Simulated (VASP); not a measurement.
# CdS (I-4m2) in VASP: notebook, part 2 of 2

VASP 6.6.1.

## (4) Single point, PBE (strain -0.040 along x and y, +0.080 along z)

Contents of INCAR:

```
SYSTEM = CdS
ALGO     = Normal         ! electronic algorithm
EDIFF    = 1E-6           ! SCF threshold, eV
ENCUT    = 520            ! plane-wave cutoff, eV
GGA      = PE             ! functional
ISIF     = 2              ! what is computed and relaxed
ISMEAR   = 0              ! smearing method
LASPH    = .TRUE.         ! aspherical terms in the spheres
LCHARG   = .FALSE.        ! write CHGCAR
LREAL    = .FALSE.        ! projectors in reciprocal space
LWAVE    = .FALSE.        ! write WAVECAR
NBANDS   = 16             ! bands
NELM     = 60             ! most SCF steps
PREC     = Accurate       ! precision mode
SIGMA    = 0.05           ! smearing width, eV
```

Contents of KPOINTS:

```
k-points
0
G
  8 8 8
  0 0 0
```

Contents of POSCAR:

```
CdS
1.0
    0.0000000000      2.7936000000      3.1428000000
    2.7936000000      0.0000000000      3.1428000000
    2.7936000000      2.7936000000      0.0000000000
Cd S
1 1
Direct
    0.0000000000      0.0000000000      0.0000000000
    0.7500000000      0.7500000000      0.7500000000
```

Potentials or basis: VASP PAW PBE potentials, release 64 (Cd, S).

Launch:

```
$ cat potpaw_PBE.64/Cd/POTCAR potpaw_PBE.64/S/POTCAR > POTCAR
$ mpirun -np 1 vasp_std > vasp.out
```

OUTCAR:

```text
SYSTEM = CdS
   EDIFF = 1E-6
   ENCUT = 520
   GGA = PE
   ISIF = 2
   ISMEAR = 0
   LASPH = .TRUE.
   LREAL = .FALSE.
   NELM = 60
   PREC = Accurate

 ion  position               nearest neighbor table
   1  0.000  0.000  0.000-   2 2.52   2 2.52   2 2.52   2 2.52
   2  0.750  0.750  0.750-   1 2.52   1 2.52   1 2.52   1 2.52

  LATTYP: Found a body centered tetragonal cell.
 ALAT       =     3.9507470078
 C/A-ratio  =     1.5909902577

  Lattice vectors:

 A1 = (  -2.7936000000,   0.0000000000,   3.1428000000)
 A2 = (   2.7936000000,   0.0000000000,   3.1428000000)
 A3 = (   0.0000000000,   2.7936000000,  -3.1428000000)

Analysis of symmetry for initial positions (statically):
=====================================================================
 Subroutine PRICEL returns:
 Original cell was already a primitive cell.

 Routine SETGRP: Setting up the symmetry group for a
 body centered tetragonal supercell.

 Subroutine GETGRP returns: Found  8 space group operations
 (whereof  8 operations were pure point group operations)
 out of a pool of 16 trial point group operations.

The static configuration has the point symmetry D_2d.

Analysis of symmetry for dynamics (positions and initial velocities):
=====================================================================
 Subroutine PRICEL returns:
 Original cell was already a primitive cell.

 Routine SETGRP: Setting up the symmetry group for a
 body centered tetragonal supercell.

 Subroutine GETGRP returns: Found  8 space group operations
 (whereof  8 operations were pure point group operations)
 out of a pool of 16 trial point group operations.

The dynamic configuration has the point symmetry D_2d.

 Subroutine INISYM returns: Found  8 space group operations
 (whereof  8 operations are pure point group operations),
 and found     1 'primitive' translations

----------------------------------------------------------------------------------------

                                     Primitive cell

  volume of cell :      49.0541

  direct lattice vectors                    reciprocal lattice vectors
     0.000000000  2.793600000  3.142800000    -0.178980527  0.178980527  0.159093802
     2.793600000  0.000000000  3.142800000     0.178980527 -0.178980527  0.159093802
     2.793600000  2.793600000  0.000000000     0.178980527  0.178980527 -0.159093802

  length of vectors
     4.204924827  4.204924827  3.950747008     0.298963034  0.298963034  0.298963034

  position of ions in fractional coordinates (direct lattice)
     0.000000000  0.000000000  0.000000000
     0.750000000  0.750000000  0.750000000

  ion indices of the primitive-cell ions
   primitive index   ion index
                 1           1
                 2           2

----------------------------------------------------------------------------------------

 KPOINTS: k-points

Automatic generation of k-mesh.
 Grid dimensions read from file:
 generate k-points for:    8    8    8

 Generating k-lattice:

  Cartesian coordinates                     Fractional coordinates (reciprocal lattice)
    -0.022372566  0.022372566  0.019886725     0.125000000  0.000000000  0.000000000
     0.022372566 -0.022372566  0.019886725     0.000000000  0.125000000  0.000000000
     0.022372566  0.022372566 -0.019886725     0.000000000  0.000000000  0.125000000

  Length of vectors
     0.037370379  0.037370379  0.037370379

  Shift w.r.t. Gamma in fractional coordinates (k-lattice)
     0.000000000  0.000000000  0.000000000

 Subroutine IBZKPT returns following result:
 ===========================================

 Found     59 irreducible k-points:

 Following reciprocal coordinates:
            Coordinates               Weight
  0.000000  0.000000  0.000000      1.000000
  0.125000 -0.000000  0.000000      8.000000
  0.250000 -0.000000  0.000000      8.000000
  0.375000 -0.000000  0.000000      8.000000
  0.500000 -0.000000  0.000000      4.000000
  0.125000  0.125000  0.000000      2.000000
[... 16 lines left out ...]
  0.250000 -0.000000  0.125000     16.000000
  0.375000 -0.000000  0.125000     16.000000
 [... further k-points ...]
   k-points           NKPTS =     59   k-points in BZ     NKDIM =     59   number of bands    NBANDS=     16
   number of dos      NEDOS =    301   number of ions     NIONS =      2
   total plane-waves  NPLWV =  30720
   dimension x,y,z NGX =    32 NGY =   32 NGZ =   30
   dimension x,y,z NGXF=    64 NGYF=   64 NGZF=   60
   ions per type =               1   1
   NGX,Y,Z   is equivalent  to a cutoff of  12.65, 12.65, 12.62 a.u.
   NGXF,Y,Z  is equivalent  to a cutoff of  25.30, 25.30, 25.25 a.u.
 SYSTEM =  CdS
   PREC   = accura    normal or accurate (medium, high low for compatibility)
   ISTART =      0    job   : 0-new  1-cont  2-samecut
   ICHARG =      2    charge: 1-file 2-atom 10-const
   ISPIN  =      1    spin polarized calculation?
   LNONCOLLINEAR =      F non collinear calculations
   LSORBIT =      F    spin-orbit coupling
   LASPH  =      T    aspherical Exc in radial PAW
   ENCUT  =  520.0 eV  38.22 Ry    6.18 a.u.   7.82  7.82  7.35*2*pi/ulx,y,z
   NELM   =     60;   NELMIN=  2; NELMDL= -5     # of ELM steps
   EDIFF  = 0.1E-05   stopping-criterion for ELM
   LREAL  =      F    real-space projection
   EDIFFG = 0.1E-04   stopping-criterion for IOM
   NSW    =      0    number of steps for IOM
   IBRION =     -1    ionic relax: 0-MD 1-quasi-New 2-CG
   NFREE  =      0    steps in history (QN), initial steepest desc. (CG)
   ISIF   =      2    stress and relaxation
   ISYM   =      2    0-nonsym 1-usesym 2-fastsym
   POTIM  = 0.5000    time-step for ionic-motion
   TEBEG  =    0.0;   TEEND  =   0.0 temperature during run
   PSTRESS=    0.0 pullay stress
   NELECT =      18.0000    total number of electrons
   NUPDOWN=      -1.0000    fix difference up-down
   EMIN   =  10.00;   EMAX   =-10.00  energy-range for DOS
   EFERMI =   0.00;   METHOD = LEGACY
   ISMEAR =     0;   SIGMA  =   0.05  broadening in eV -4-tet -1-fermi 0-gaus
   EFERMI_NEDOS =   21; number of points for ismear=-14 and -15
   IALGO  =     38    algorithm
   IMIX   =      4    mixing-type and parameters
     AMIX     =   0.40;   BMIX     =  1.00
     AMIX_MAG =   1.60;   BMIX_MAG =  1.00
  volume/ion in A,a.u.               =      24.53       165.52
  Fermi-wavevector in a.u.,A,eV,Ry     =   1.172035  2.214825 18.689863  1.373666
  Thomas-Fermi vector in A             =   2.308470
   LORBIT       =      0    0 simple, 1 ext, 2 COOP (PROOUT), +10 PAW based schemes
   GGA     = PE    functional components
   LHFCALC =     F    Hartree Fock is set to
   AEXX    =    0.0000 exact exchange contribution
   IVDW    =     0    specifies the selected vdW correction
   LEPSILON=     F    determine dielectric tensor
   LRPA    =     F    only Hartree local field effects (RPA)
 non-spin polarized calculation
 Gauss-broadening in eV      SIGMA  =   0.05
  energy-cutoff  :      520.00
  volume of cell :       49.05
 maximum number of plane-waves:      1350
   NGX = 15   NGY = 15   NGZ = 15

 number of electron      17.9999999 magnetization

 Free energy of the ion-electron system (eV)
  ---------------------------------------------------
  ext. energy  EPLUGINS =         0.00000000
  ---------------------------------------------------
  free energy    TOTEN  =        -6.08126235 eV

  energy without entropy =       -6.08126235  energy(sigma->0) =       -6.08126235

 E-fermi :   1.8122     XC(G=0):  -9.2171

 val. band max:        1.5325478338   @ k =   0.0000   0.0000   0.0000
 cond. band min:       2.5321492810   @ k =   0.0000   0.0000   0.0000
 fundamental gap:      0.9996014473
 Fermi energy:         1.8122380558

 k-point     1 :       0.0000    0.0000    0.0000
  band No.  band energies     occupation
      1     -11.0038      2.00000
      2      -6.4048      2.00000
      3      -6.3186      2.00000
      4      -6.3186      2.00000
      5      -5.8963      2.00000
      6      -5.8505      2.00000
[... 8 lines left out ...]
     15      13.0751      0.00000
     16      13.4398      0.00000
[... 419 lines left out ...]
 k-point    24 :       0.3750   -0.0000    0.1250
  band No.  band energies     occupation
      1     -10.6230      2.00000
      2      -6.2666      2.00000
      3      -6.1882      2.00000
      4      -5.9849      2.00000
      5      -5.8531      2.00000
      6      -5.7215      2.00000
[... 8 lines left out ...]
     15      13.0248      0.00000
     16      14.1642      0.00000

 [... further k-points ...]
[... 5 lines left out ...]
  --------------------------------------------------------------------------------------
  -------------------------------------------------------------------------------------
  Total        1.3511644      1.3511644      0.5740328      0.0000000     -0.0000000      0.0000000
  in kB       44.1309837     44.1309837     18.7487403      0.0000000     -0.0000000      0.0000000
  external PRESSURE =      35.6702359 kB  Pullay stress =       0.0000000 kB

 VOLUME and BASIS-vectors are now :
 -----------------------------------------------------------------------------
  energy-cutoff  :      520.00
  volume of cell :       49.05
      direct lattice vectors                 reciprocal lattice vectors
     0.000000000  2.793600000  3.142800000    -0.178980527  0.178980527  0.159093802
     2.793600000  0.000000000  3.142800000     0.178980527 -0.178980527  0.159093802
     2.793600000  2.793600000  0.000000000     0.178980527  0.178980527 -0.159093802

 POSITION                                       TOTAL-FORCE (eV/Angst)
 -----------------------------------------------------------------------------------
      0.00000      0.00000      0.00000        -0.000000      0.000000     -0.000000
      4.19040      4.19040      4.71420         0.000000     -0.000000      0.000000
 -----------------------------------------------------------------------------------
    total drift:                               -0.000001     -0.000001      0.000003

  FREE ENERGIE OF THE ION-ELECTRON SYSTEM (eV)
  ---------------------------------------------------
  free  energy   TOTEN  =        -6.0812623490 eV

  energy  without entropy=       -6.0812623490  energy(sigma->0) =       -6.08126235
```

It took 33 s on 1 thread of Intel Xeon 6975P-C, shared host; peak memory 0.2 GiB.

What came out:

```
Free energy            : -6.0813 eV
Pressure               : 3.6 GPa
Band gap on the k mesh : 1.00 eV, direct
```

Stress tensor (GPa, compression positive):
```
4.41 0.00 0.00
0.00 4.41 0.00
0.00 0.00 1.87
```

Caveat: the cell differs from its parent crystal (strain -0.040 along x and y, +0.080 along z).

## (5) Single point, PBE (strain +0.080 along x and y, -0.080 along z)

Contents of INCAR:

```
SYSTEM = CdS
PREC = Accurate ; ENCUT = 520
EDIFF = 1E-6 ; ISMEAR = 0
SIGMA = 0.05 ; LREAL = .False.
LASPH = .True. ; NELM = 60
ALGO = Normal ; ISIF = 2
LWAVE = .False. ; LCHARG = .False.
GGA = PE ; NBANDS = 16
```

Contents of KPOINTS:

```
regular mesh
0
Gamma
  8 8 8
  0 0 0
```

Contents of POSCAR:

```
CdS
1.0
    0.0000000000      3.1428000000      2.6772000000
    3.1428000000      0.0000000000      2.6772000000
    3.1428000000      3.1428000000      0.0000000000
Cd S
1 1
Direct
    0.0000000000      0.0000000000      0.0000000000
    0.7500000000      0.7500000000      0.7500000000
```

Launch:

```
$ cat potpaw_PBE.64/Cd/POTCAR potpaw_PBE.64/S/POTCAR > POTCAR
$ mpirun -np 1 vasp_std > vasp.out
```

Wall time 38 s (1 thread of Intel Xeon 6975P-C, shared host); peak memory 0.21 GiB.

It converged, with:

| Quantity | Value |
| --- | --- |
| Free energy | -6.0995 eV |
| Pressure | -1.2 GPa |
| Band gap on the k mesh | 0.74 eV, direct |

Stress tensor (GPa, compression positive):
```
-1.99  0.00  0.00
 0.00 -1.99  0.00
 0.00  0.00  0.46
```

Levels at points of the mesh, in eV from the valence-band top:
| k point | band 6 | band 7 | band 8 | band 9 | band 10 | band 11 | band 12 | band 13 |
| --- | --- | --- | --- | --- | --- | --- | --- | --- |
| (0.00, 0.00, 0.00) | -7.31 | -0.34 | -0.34 | 0.00 | 0.74 | 6.49 | 6.51 | 6.51 |
| (0.50, 0.00, 0.00) | -7.02 | -4.15 | -1.11 | -0.60 | 2.54 | 6.30 | 7.01 | 7.73 |
| (0.50, 0.50, 0.00) | -6.78 | -3.23 | -2.21 | -2.21 | 3.16 | 3.25 | 9.74 | 9.93 |
| (0.50, 0.00, 0.50) | -7.05 | -4.10 | -1.69 | -1.47 | 3.65 | 4.52 | 8.25 | 9.36 |

Caveat: the cell differs from its parent crystal (strain +0.080 along x and y, -0.080 along z).

## (6) Single point, PBE (strain +0.040 along x and y, +0.000 along z)

Contents of INCAR:

```
SYSTEM = CdS
PREC = Accurate ; ENCUT = 520
EDIFF = 1E-7 ; ISMEAR = 0
SIGMA = 0.05 ; LREAL = .False.
LASPH = .True. ; NELM = 100
ALGO = Normal ; ISIF = 2
LWAVE = .False. ; LCHARG = .True.
GGA = PE ; LELF = .True.
LVHAR = .True. ; NBANDS = 16
```

KPOINTS is that of step 5.

Contents of POSCAR:

```
CdS
1.0
    0.0000000000      3.0264000000      2.9100000000
    3.0264000000      0.0000000000      2.9100000000
    3.0264000000      3.0264000000      0.0000000000
Cd S
1 1
Direct
    0.0000000000      0.0000000000      0.0000000000
    0.7500000000      0.7500000000      0.7500000000
```

Potentials or basis: VASP PAW PBE potentials, release 64 (Cd, S).

Launch:

```
$ cat potpaw_PBE.64/Cd/POTCAR potpaw_PBE.64/S/POTCAR > POTCAR
$ mpirun -np 1 vasp_std > vasp.out
```

Run time: 36 s. Hardware: 1 thread of Intel Xeon 6975P-C, shared host; peak memory 0.2 GiB.

It converged, with:

| Quantity | Value |
| --- | --- |
| Free energy | -6.1413 eV |
| Pressure | -1.0 GPa |
| Band gap on the k mesh | 0.92 eV, direct |

Stress tensor (GPa, compression positive):
```
-1.24  0.00  0.00
 0.00 -1.24  0.00
 0.00  0.00 -0.49
```

Levels at points of the mesh, in eV from the valence-band top:
```tsv
k point	band 5	band 6	band 7	band 8	band 9	band 10	band 11	band 12	band 13	band 14
(0.00, 0.00, 0.00)	-7.18	-7.17	-0.10	-0.10	0.00	0.92	6.49	6.49	6.49	10.95
(0.50, 0.00, 0.00)	-7.14	-6.86	-4.05	-0.79	-0.65	2.82	6.79	7.06	7.22	10.78
(0.50, 0.50, 0.00)	-7.10	-6.75	-3.57	-1.80	-1.80	3.53	3.96	9.11	10.22	10.22
(0.50, 0.00, 0.50)	-7.11	-6.82	-3.78	-1.68	-1.63	3.64	4.28	8.75	10.10	10.48
```

Caveat: the cell differs from its parent crystal (strain +0.040 along x and y, +0.000 along z).

## (7) Summary

```tsv
cell	gap on the mesh (eV)	pressure (GPa)
a = 4.129, b = 4.129, c = 3.786 Å, angles 62.7, 62.7, 54.6°, 2 atoms	1.08	10.2
a = 3.954, b = 3.954, c = 4.115 Å, angles 58.6, 58.6, 62.7°, 2 atoms	1.19	10.3
a = 4.205, b = 4.205, c = 3.951 Å, angles 62.0, 62.0, 56.0°, 2 atoms	1.00	3.6
a = 4.129, b = 4.129, c = 4.445 Å, angles 57.4, 57.4, 65.1°, 2 atoms	0.74	-1.2
a = 4.198, b = 4.198, c = 4.280 Å, angles 59.4, 59.4, 61.3°, 2 atoms	0.92	-1.0
```

Alike in all rows: task single point; level PBE; potentials or basis VASP PAW PBE potentials, release 64 (Cd, S); no spin polarisation; k mesh 8 × 8 × 8; cutoff (eV) 520; smearing gaussian 0.05 eV.

Total energies depend on the potentials used, so only differences within one code and one set of settings carry meaning.
